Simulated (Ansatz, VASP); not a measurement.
## One calculation of AgBr, two programs

Contents of INCAR:

```
SYSTEM = AgBr
PREC = Accurate ; ENCUT = 500
EDIFF = 1E-6 ; ISMEAR = 0
SIGMA = 0.1 ; LREAL = .False.
LASPH = .True. ; NELM = 120
ALGO = Normal ; ISIF = 2
LWAVE = .False. ; LCHARG = .False.
GGA = PS ; NBANDS = 16
GGA_COMPAT = .False.
```

Contents of KPOINTS:

```
Automatic mesh
0
Gamma
  6 6 6
  0 0 0
```

POSCAR

```
AgBr
1.0
    0.0000000000      2.8701500000      2.8701500000
    2.8701500000      0.0000000000      2.8701500000
    2.8701500000      2.8701500000      0.0000000000
Ag Br
1 1
Direct
    0.0000000000      0.0000000000      0.0000000000
    0.5000000000      0.5000000000      0.5000000000
```

Input for Ansatz:

```yaml
crystal:
  lattice:
    - [0.0, 2.87015, 2.87015]
    - [2.87015, 0.0, 2.87015]
    - [2.87015, 2.87015, 0.0]
  atoms:
    - { symbol: Ag, position: [0.0, 0.0, 0.0] }
    - { symbol: Br, position: [0.5, 0.5, 0.5] }
basis:
  ecutwfc: 420
kpoints:
  mp_grid: { grid: [6, 6, 6] }
hamiltonian:
  xc: pbesol
scf:
  occupations: { method: gaussian, width: 0.1 }
output:
  forces: true
  stress: true
  eigenvalues: true
```

Alike in both runs: task single point; functional PBEsol; k mesh 6 × 6 × 6; occupations gaussian, width 0.1 eV; no spin polarisation.

|  | VASP | Ansatz |
| --- | --- | --- |
| version | VASP 6.6.1 | Ansatz 0.2.0 |
| potentials or method | VASP PAW PBE potentials, release 64 (Ag, Br), cutoff 500 eV | scalar-relativistic, plane waves, PAW |
| valence electrons in the cell | 18 | 26 |

Ansatz gave:

| Property | Result |
| --- | --- |
| gap on the k mesh at the Fermi level (eV) | 0.50 |
| least direct gap on the mesh (eV) | 2.45 |
| pressure (GPa) | -1.6 |

Task: What did VASP give for the same quantities?

Result: gap on the k mesh at the Fermi level (eV): 0.50; least direct gap on the mesh (eV): 2.45; pressure (GPa): -1.7.

VASP's potentials were made for PBE, not for PBEsol. The functional is the same, so the differences come from potentials, cutoffs and numerics. VASP's potentials hold 18 valence electrons a cell and Ansatz's 26, so a difference there can come from the potentials and not from the codes.
